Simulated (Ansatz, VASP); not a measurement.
# Be: VASP beside Ansatz

File INCAR:

```
SYSTEM = Be
  ALGO = Normal
  EDIFF = 1E-6
  ENCUT = 600
  GGA = PE
  GGA_COMPAT = .False.
  ISIF = 2
  ISMEAR = -1
  LASPH = .True.
  LCHARG = .True.
  LELF = .True.
  LREAL = .False.
  LVHAR = .True.
  LWAVE = .False.
  NBANDS = 7
  NELM = 120
  PREC = Accurate
  SIGMA = 0.03
```

File KPOINTS:

```
k-points
0
Gamma
  23 23 23
  0 0 0
```

The input POSCAR:

```
Be
1.0
   -1.2776981900      1.2776981900      1.2776981900
    1.2776981900     -1.2776981900      1.2776981900
    1.2776981900      1.2776981900     -1.2776981900
Be
1
Direct
    0.0000000000      0.0000000000      0.0000000000
```

Input for Ansatz:

```yaml
crystal:
  lattice:
    - [-1.27769819, 1.27769819, 1.27769819]
    - [1.27769819, -1.27769819, 1.27769819]
    - [1.27769819, 1.27769819, -1.27769819]
  atoms:
    - { symbol: Be, position: [0.0, 0.0, 0.0] }
kpoints:
  mp_grid: { grid: [23, 23, 23] }
scf:
  occupations: { method: fermi_dirac, width: 0.03 }
hamiltonian:
  xc: pbe
  pseudopotentials: { kind: all_electron, lapw: { basis_error: 0.00025 } }
output:
  forces: true
  stress: true
  eigenvalues: true
```

Change from the starting cell: volume scaled by 1.06.

Alike in both runs: task single point; functional PBE; k mesh 23 × 23 × 23; occupations fermi-dirac, width 0.03 eV; no spin polarisation.

|  | VASP | Ansatz |
| --- | --- | --- |
| version | VASP 6.6.1 | Ansatz 0.2.0 |
| potentials or method | VASP PAW PBE potentials, release 64 (Be), cutoff 600 eV | all-electron LAPW, scalar-relativistic |

Ansatz gave:

| Quantity | Value |
| --- | --- |
| pressure (GPa) | -7.3 |

**Question.** Estimate VASP's values.

**Answer.** Pressure (GPa): -7.1.

Ansatz ran all-electron here, and VASP with PAW potentials.
